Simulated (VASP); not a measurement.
# CoC (F-43m) in VASP: a series of runs, part 2 of 2

VASP 6.6.1. The steps go on from the part before.

**3. Relaxation of cell and atoms, PBE**

This run uses another cell than the first one, of 10.76 Å³/atom, 1.109 times its volume.

Contents of INCAR:

```
SYSTEM = CoC
  PREC = Accurate
  ENCUT = 600
  EDIFF = 1E-7
  ISMEAR = 0
  SIGMA = 0.1
  LREAL = .False.
  LASPH = .True.
  NELM = 80
  ALGO = Normal
  ISIF = 3
  LWAVE = .False.
  LCHARG = .False.
  GGA = PE
  IBRION = 2
  NSW = 100
  EDIFFG = -0.05
```

Contents of KPOINTS:

```
Automatic mesh
0
Gamma
  8 8 8
  0 0 0
```

Contents of POSCAR:

```
CoC
1.0
    0.0000000000      2.2075330699      2.2075330699
    2.2075330699      0.0000000000      2.2075330699
    2.2075330699      2.2075330699      0.0000000000
Co C
1 1
Direct
    0.0000000000      0.0000000000      0.0000000000
    0.2500000000      0.2500000000      0.2500000000
```

Potentials or basis: VASP PAW PBE potentials, release 64 (Co, C).

Started as:

```bash
> cat potpaw_PBE.64/Co/POTCAR potpaw_PBE.64/C/POTCAR > POTCAR
> mpirun -np 1 vasp_std > vasp.out
```

OUTCAR:

```text
SYSTEM = CoC
   PREC = Accurate
   ENCUT = 600
   EDIFF = 1E-7
   ISMEAR = 0
   LREAL = .False.
   LASPH = .True.
   NELM = 80
   ISIF = 3
   GGA = PE
   IBRION = 2
   NSW = 100
   EDIFFG = -0.05

 ion  position               nearest neighbor table
   1  0.000  0.000  0.000-   2 1.91   2 1.91   2 1.91   2 1.91
   2  0.250  0.250  0.250-   1 1.91   1 1.91   1 1.91   1 1.91

  LATTYP: Found a face centered cubic cell.
 ALAT       =     4.4150661398

  Lattice vectors:

 A1 = (   0.0000000000,   2.2075330699,   2.2075330699)
 A2 = (   2.2075330699,   0.0000000000,   2.2075330699)
 A3 = (   2.2075330699,   2.2075330699,   0.0000000000)

Analysis of symmetry for initial positions (statically):
=====================================================================
 Subroutine PRICEL returns:
 Original cell was already a primitive cell.

 Routine SETGRP: Setting up the symmetry group for a
 face centered cubic supercell.

 Subroutine GETGRP returns: Found 24 space group operations
 (whereof 24 operations were pure point group operations)
 out of a pool of 48 trial point group operations.

The static configuration has the point symmetry T_d .

[... 172 lines left out ...]
  external PRESSURE =    -197.7231641 kB  Pullay stress =       0.0000000 kB
[... 59 lines left out ...]
--------------------------------------- Ionic step        3  -------------------------------------------

 number of electron      12.9999998 magnetization

 Free energy of the ion-electron system (eV)
  ---------------------------------------------------
  ext. energy  EPLUGINS =         0.00000000
  ---------------------------------------------------
  free energy    TOTEN  =       -15.09112096 eV

  energy without entropy =      -15.08243326  energy(sigma->0) =      -15.08677711

 E-fermi :   7.9495     XC(G=0): -12.3259

 val. band max:        7.6045879110   @ k =   0.5000   0.3750   0.0000
 cond. band min:       7.9604276881   @ k =  -0.2500   0.3750   0.1250
 fundamental gap:      0.3558397770
 Fermi energy:         7.9494797428

 k-point     1 :       0.0000    0.0000    0.0000
  band No.  band energies     occupation
      1      -5.7866      2.00000
      2       3.1670      2.00000
      3       3.1670      2.00000
      4       3.1670      2.00000
      5       6.1218      2.00000
      6       6.1218      2.00000
      7      13.1974      0.00000
      8      13.1974      0.00000
      9      13.1974      0.00000
     10      15.8122      0.00000
[... 287 lines left out ...]
 k-point    24 :      -0.3750    0.2500    0.1250
  band No.  band energies     occupation
      1      -2.8381      2.00000
      2       2.4169      2.00000
      3       3.4071      2.00000
      4       4.1154      2.00000
      5       6.0239      2.00000
      6       6.4148      2.00000
      7       7.1693      2.00000
      8       9.6523      0.00000
      9      10.4109      0.00000
     10      18.4911      0.00000

 [... further k-points ...]

------------------------ aborting loop because EDIFF is reached ----------------------------------------

  FORCE on cell =-STRESS in cart. coord.  units (eV):
  Direction    XX          YY          ZZ          XY          YZ          ZX
  --------------------------------------------------------------------------------------
  -------------------------------------------------------------------------------------
  Total       -0.0404683     -0.0404683     -0.0404683      0.0000000     -0.0000000     -0.0000000
  in kB       -3.3406230     -3.3406230     -3.3406230      0.0000000     -0.0000000     -0.0000000
  external PRESSURE =      -3.3406230 kB  Pullay stress =       0.0000000 kB
[... 17 lines left out ...]
  FREE ENERGIE OF THE ION-ELECTRON SYSTEM (eV)
  ---------------------------------------------------
  free  energy   TOTEN  =       -15.0911209645 eV

  energy  without entropy=      -15.0824332631  energy(sigma->0) =      -15.08677711

 reached required accuracy - stopping structural energy minimisation
```

OSZICAR:

```text
N       E                     dE             d eps       ncg     rms          rms(c)
DAV:   1     0.568359532737E+02    0.56836E+02   -0.65113E+03   580   0.154E+03
DAV:   2    -0.138868636738E+02   -0.70723E+02   -0.66459E+02   588   0.249E+02
DAV:   3    -0.193940993193E+02   -0.55072E+01   -0.52507E+01   634   0.755E+01
[... 33 lines left out ...]
DAV:   6    -0.150911629337E+02    0.14321E-02   -0.42084E-03   622   0.118E+00    0.850E-02
DAV:   7    -0.150911324427E+02    0.30491E-04   -0.56512E-04   676   0.425E-01    0.401E-02
DAV:   8    -0.150911209572E+02    0.11485E-04   -0.10493E-04   694   0.186E-01    0.675E-03
DAV:   9    -0.150911209108E+02    0.46430E-07   -0.35924E-06   688   0.187E-02    0.170E-03
DAV:  10    -0.150911209645E+02   -0.53703E-07   -0.13472E-07   396   0.414E-03
   3 F= -.15091121E+02 E0= -.15086777E+02  d E =-.144902E+00
```

Wall time 28 s (1 thread of Intel Xeon Platinum 8259CL at 2.50GHz (Skylake/Cascade Lake), shared host); peak memory 0.17 GiB.

What came out:

- Free energy: -15.0911 eV
- Relaxed volume: 9.70 Å³/atom
- Relaxed cell: a = 3.017 Å, b = 3.017 Å, c = 3.017 Å, α = 60.00°, β = 60.00°, γ = 60.00°
- Space group after relaxing (to 0.05 Å): F-43m (No. 216)
- Energy gained by relaxing: 72.5 meV/atom
- Ionic steps: 3
- Pressure after relaxing: -0.3 GPa

Step by step:
| step | energy change (eV) | largest force (eV/Å) | pressure (GPa) | volume (Å³) |
| --- | --- | --- | --- | --- |
| 1 | 0.0000 | 0.0000 | -19.77 | 21.52 |
| 2 | -0.0083 | 0.0000 | 27.40 | 17.64 |
| 3 | -0.1449 | 0.0000 | -0.33 | 19.41 |

Final structure:
```
CELL_PARAMETERS angstrom
0.00000 2.13299 2.13299
2.13299 0.00000 2.13299
2.13299 2.13299 0.00000
ATOMIC_POSITIONS crystal
Co 0.00000 0.00000 0.00000
C 0.25000 0.25000 0.25000
```

**4. Single point, PBE**

Contents of INCAR:

```
SYSTEM = CoC
PREC = Accurate
ENCUT = 520
EDIFF = 1E-6
ISMEAR = 0
SIGMA = 0.1
LREAL = .FALSE.
LASPH = .TRUE.
NELM = 100
ALGO = Normal
ISIF = 2
LWAVE = .FALSE.
LCHARG = .TRUE.
GGA = PE
LELF = .TRUE.
LVHAR = .TRUE.
NBANDS = 14
```

Contents of KPOINTS:

```
Automatic mesh
0
G
  16 16 16
  0 0 0
```

Contents of POSCAR:

```
CoC
1.0
    0.0000000000      2.1315410343      2.1315410343
    2.1315410343      0.0000000000      2.1315410343
    2.1315410343      2.1315410343      0.0000000000
Co C
1 1
Direct
    0.0000000000      0.0000000000      0.0000000000
    0.2500000000      0.2500000000      0.2500000000
```

Potentials or basis: VASP PAW PBE potentials, release 64 (Co, C).

Started as:

```bash
> cat potpaw_PBE.64/Co/POTCAR potpaw_PBE.64/C/POTCAR > POTCAR
> mpirun -np 1 vasp_std > vasp.out
```

OUTCAR:

```text
SYSTEM = CoC
   PREC = Accurate
   ENCUT = 520
   EDIFF = 1E-6
   ISMEAR = 0
   LREAL = .FALSE.
   LASPH = .TRUE.
   NELM = 100
   ISIF = 2
   GGA = PE

 ion  position               nearest neighbor table
   1  0.000  0.000  0.000-   2 1.85   2 1.85   2 1.85   2 1.85
   2  0.250  0.250  0.250-   1 1.85   1 1.85   1 1.85   1 1.85

  LATTYP: Found a face centered cubic cell.
 ALAT       =     4.2630820686

  Lattice vectors:

 A1 = (   0.0000000000,   2.1315410343,   2.1315410343)
 A2 = (   2.1315410343,   0.0000000000,   2.1315410343)
 A3 = (   2.1315410343,   2.1315410343,   0.0000000000)

Analysis of symmetry for initial positions (statically):
=====================================================================
 Subroutine PRICEL returns:
 Original cell was already a primitive cell.

 Routine SETGRP: Setting up the symmetry group for a
 face centered cubic supercell.

 Subroutine GETGRP returns: Found 24 space group operations
 (whereof 24 operations were pure point group operations)
 out of a pool of 48 trial point group operations.

The static configuration has the point symmetry T_d .

Analysis of symmetry for dynamics (positions and initial velocities):
[... 176 lines left out ...]
      9      13.2366      0.00000
     10      15.8553      0.00000
     11      23.2390      0.00000
     12      23.2390      0.00000
     13      23.2390      0.00000
     14      29.9885      0.00000
[... 377 lines left out ...]
      1      -5.5797      2.00000
      2       3.0568      2.00000
      3       3.2467      2.00000
      4       3.2534      2.00000
      5       6.0882      2.00000
      6       6.1517      2.00000
      7      12.6764      0.00000
      8      12.8505      0.00000
      9      13.1539      0.00000
     10      16.2804      0.00000
     11      22.6240      0.00000
     12      23.3520      0.00000
     13      23.5646      0.00000
     14      28.5562      0.00000

 [... further k-points ...]

------------------------ aborting loop because EDIFF is reached ----------------------------------------

  FORCE on cell =-STRESS in cart. coord.  units (eV):
  Direction    XX          YY          ZZ          XY          YZ          ZX
  --------------------------------------------------------------------------------------
  -------------------------------------------------------------------------------------
  Total        0.0534259      0.0534259      0.0534259      0.0000000     -0.0000000     -0.0000000
  in kB        4.4192765      4.4192765      4.4192765      0.0000000     -0.0000000     -0.0000000
  external PRESSURE =       4.4192765 kB  Pullay stress =       0.0000000 kB

 VOLUME and BASIS-vectors are now :
 -----------------------------------------------------------------------------
  energy-cutoff  :      520.00
  volume of cell :       19.37
      direct lattice vectors                 reciprocal lattice vectors
     0.000000000  2.131541034  2.131541034    -0.234572073  0.234572073  0.234572073
     2.131541034  0.000000000  2.131541034     0.234572073 -0.234572073  0.234572073
     2.131541034  2.131541034  0.000000000     0.234572073  0.234572073 -0.234572073

 POSITION                                       TOTAL-FORCE (eV/Angst)
 -----------------------------------------------------------------------------------
      0.00000      0.00000      0.00000        -0.000000      0.000000      0.000000
      1.06577      1.06577      1.06577         0.000000     -0.000000     -0.000000
 -----------------------------------------------------------------------------------
    total drift:                                0.000001      0.000001      0.000001

  FREE ENERGIE OF THE ION-ELECTRON SYSTEM (eV)
  ---------------------------------------------------
  free  energy   TOTEN  =       -15.0957067860 eV

  energy  without entropy=      -15.0919785313  energy(sigma->0) =      -15.09384266
```

stdout:

```text
POSCAR found type information on POSCAR CoC
 POSCAR found :  2 types and       2 ions
 scaLAPACK will be used
 LDA part: xc-table for (Slater+PW92), standard interpolation
 POSCAR, INCAR and KPOINTS ok, starting setup
 FFT: planning ... GRIDC
 FFT: planning ... GRID_SOFT
 FFT: planning ... GRID
 WAVECAR not read
 entering main loop
```

Wall time 22 s (1 thread of Intel Xeon Platinum 8259CL at 2.50GHz (Skylake/Cascade Lake), shared host); peak memory 0.16 GiB.

Results:

| Item | Value |
| --- | --- |
| Free energy | -15.0957 eV |
| Pressure | 0.4 GPa |

Spin polarisation is off, so any magnetic state and its effect on volume and gap are missing.

**5. Relaxation of cell and atoms, PBE**

Contents of INCAR:

```
SYSTEM = CoC
PREC = Accurate
ENCUT = 600
EDIFF = 1E-6
ISMEAR = 0
SIGMA = 0.1
LREAL = .FALSE.
LASPH = .TRUE.
NELM = 60
ALGO = Normal
ISIF = 3
LWAVE = .FALSE.
LCHARG = .FALSE.
GGA = PE
IBRION = 2
NSW = 100
EDIFFG = -0.01
```

KPOINTS is that of step 4.

Contents of POSCAR:

```
CoC
1.0
    0.0000000000      2.1324132802      2.1324132802
    2.1324132802      0.0000000000      2.1324132802
    2.1324132802      2.1324132802      0.0000000000
Co C
1 1
Direct
    0.0000000000      0.0000000000      0.0000000000
    0.2500000000      0.2500000000      0.2500000000
```

Started as:

```bash
> cat potpaw_PBE.64/Co/POTCAR potpaw_PBE.64/C/POTCAR > POTCAR
> mpirun -np 1 vasp_std > vasp.out
```

Wall time 46 s (1 thread of Intel Xeon Platinum 8259CL at 2.50GHz (Skylake/Cascade Lake), shared host); peak memory 0.17 GiB.

It converged, with:

```
Free energy                            : -15.0964 eV
Relaxed volume                         : 9.69 Å³/atom
Relaxed cell                           : a = 3.015 Å, b = 3.015 Å, c = 3.015 Å, α = 60.00°, β = 60.00°, γ = 60.00°
Space group after relaxing (to 0.05 Å) : F-43m (No. 216)
Energy gained by relaxing              : 0.0 meV/atom
Ionic steps                            : 3
Pressure after relaxing                : 0.1 GPa
```

Final structure:
```
Co C
1.0
     0.00000    2.13166    2.13166
     2.13166    0.00000    2.13166
     2.13166    2.13166    0.00000
Co C
1 1
Direct
  0.00000 0.00000 0.00000
  0.25000 0.25000 0.25000
```

Levels at points of the mesh, in eV from the Fermi level:
| k point | band 3 | band 4 | band 5 | band 6 | band 7 | band 8 | band 9 | band 10 |
| --- | --- | --- | --- | --- | --- | --- | --- | --- |
| (0.00, 0.00, 0.00) | -4.71 | -4.71 | -1.75 | -1.75 | 5.34 | 5.34 | 5.34 | 7.96 |
| (0.50, 0.00, 0.00) | -4.25 | -4.25 | -1.49 | -1.49 | -0.73 | 3.46 | 3.46 | 10.52 |
| (0.50, 0.50, 0.00) | -2.93 | -2.93 | -2.28 | -1.27 | 0.17 | 0.46 | 0.46 | 8.53 |

**6. The runs side by side**

| task | cell | k mesh | cutoff (eV) | gap on the mesh (eV) | pressure (GPa) | relaxed volume (Å³/atom) |
| --- | --- | --- | --- | --- | --- | --- |
| single point | a = 3.016 Å, angles 60.0°, 2 atoms | 8 × 8 × 8 | 520 | none | 0.3 | - |
| relaxation of cell and atoms | relaxed from a = 3.122 Å, angles 60.0°, 2 atoms | 8 × 8 × 8 | 600 | none | -0.3 | 9.70 |
| single point | a = 3.014 Å, angles 60.0°, 2 atoms | 16 × 16 × 16 | 520 | none | 0.4 | - |
| relaxation of cell and atoms | relaxed from a = 3.016 Å, angles 60.0°, 2 atoms | 16 × 16 × 16 | 600 | none | 0.1 | 9.69 |

Alike in all rows: level PBE; potentials or basis VASP PAW PBE potentials, release 64 (Co, C); no spin polarisation; smearing gaussian 0.1 eV.

Total energies depend on the potentials used, so only differences within one code and one set of settings carry meaning.
